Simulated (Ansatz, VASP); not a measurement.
**Ta: VASP beside Ansatz**

```
CELL_PARAMETERS angstrom
-1.75036 1.65128 1.65128
1.75036 -1.65128 1.65128
1.75036 1.65128 -1.65128
ATOMIC_POSITIONS crystal
Ta 0.00000 0.00000 0.00000
```

Change from the starting cell: strain +0.0600 x Voigt [1, 0, 0, 0, 0, 0], atoms carried along.

Alike in both runs: task single point; functional r2SCAN; k mesh 20 × 20 × 20; occupations gaussian, width 0.15 eV; no spin polarisation.

|  | VASP | Ansatz |
| --- | --- | --- |
| version | VASP 6.6.1 | Ansatz 0.2.0 |
| potentials or method | VASP PAW PBE potentials, release 64 (Ta_pv), cutoff 520 eV | scalar-relativistic, plane waves, PAW |
| valence electrons in the cell | 11 | 13 |

|  | VASP | Ansatz | Ansatz less VASP |
| --- | --- | --- | --- |
| gap on the k mesh at the Fermi level (eV) | none | none | - |
| pressure (GPa) | -9.4 | -9.9 | -0.48 |
| traceless stress, the component that is largest in VASP (GPa) | -3.40 | -3.41 | -0.016 |

VASP's potentials were made for PBE, not for r2SCAN. A gap of «none» marks a metal or a gap that the smearing closes. VASP's potentials hold 11 valence electrons a cell and Ansatz's 13, so a difference there can come from the potentials and not from the codes.

Spin-orbit coupling is off throughout.
